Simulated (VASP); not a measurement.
**Tl: single point with revPBE**

Crystal: Tl.

```
Tl
1.0
     3.45600    0.00000    0.00000
    -1.72800    2.99298    0.00000
     0.00000    0.00000    5.52500
Tl
2
Direct
  0.66667 0.33333 0.75000
  0.33333 0.66667 0.25000
```

| Item | Value |
| --- | --- |
| Program | VASP 6.6.1 |
| Task | single point |
| Functional | revPBE |
| Potentials or basis | VASP PAW PBE potentials, release 64 (Tl_d) |
| Cutoff | 520 eV |
| k mesh | 9 × 9 × 5 |
| Occupations | methfessel-paxton, width 0.2 eV |
| Spin | no spin polarisation |

```
Pressure               : 4.7 GPa
Band gap on the k mesh : zero (bands 13 and 14 overlap by 3.68 eV)
```

Stress tensor (GPa, compression positive):
```
4.22 0.00 0.00
0.00 4.22 0.00
0.00 0.00 5.75
```

Levels at points of the mesh, in eV from the Fermi level:
| k point | band 9 | band 10 | band 11 | band 12 | band 13 | band 14 | band 15 | band 16 | band 17 | band 18 |
| --- | --- | --- | --- | --- | --- | --- | --- | --- | --- | --- |
| (0.00, 0.00, 0.00) | -11.14 | -11.14 | -10.03 | -5.10 | -2.82 | 8.01 | 8.01 | 10.09 | 10.09 | 10.29 |

Wall time 55 s on 1 thread of Intel Xeon 8259CL (shared host), peak memory 0.19 GiB.

Caveat: the cell stands under pressure; the PAW data sets were made with another functional, which shifts forces and pressure a little; spin-orbit coupling is left out, which moves the levels of the heavy elements.
